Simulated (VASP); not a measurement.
A run of VASP 6.6.1 is set up as follows.

Contents of INCAR:

```
PREC = Accurate ; ENCUT = 520
EDIFF = 1E-6 ; ISMEAR = 0
SIGMA = 0.01 ; LREAL = False
LASPH = True ; NELM = 80
ALGO = Normal ; ISIF = 2
LWAVE = False ; LCHARG = True
GGA = PE ; LELF = True
LVHAR = True ; NBANDS = 26
```

Contents of KPOINTS:

```
regular mesh
0
Gamma
  6 6 4
```

POSCAR

```
LiAlF4
1.0
    3.6003799782      0.0000000000      0.0000000000
    0.0000000000      3.6003799782      0.0000000000
    0.0000000000      0.0000000000      6.1366408874
Li Al F
1 1 4
Direct
    0.5000000000      0.5000000000      0.5000000000
    0.0000000000      0.0000000000      0.0000000000
    0.5000000000      0.0000000000      0.0000000000
    0.0000000000      0.5000000000      0.0000000000
    0.0000000000      0.0000000000      0.2941183511
    0.0000000000      0.0000000000      0.7058816489
```

Potentials or basis: VASP PAW PBE potentials, release 64 (Li_sv, Al, F).

The run is started by

```bash
$ cat potpaw_PBE.64/Li_sv/POTCAR potpaw_PBE.64/Al/POTCAR potpaw_PBE.64/F/POTCAR > POTCAR
$ mpirun -np 1 vasp_std > vasp.out
```

Problem. Estimate the band gap on the k mesh.

Solution. 5.71 eV (least direct gap 6.12 eV).

Problem. Estimate the largest force.

Solution. 0.041 eV/Å.

Forces on the atoms (eV/Å):
```
Li   0.000  0.000  0.000
Al   0.000  0.000  0.000
F    0.000  0.000  0.000
F    0.000  0.000  0.000
F    0.000  0.000  0.041
F    0.000  0.000 -0.041
```

 A k mesh can miss the band edges.
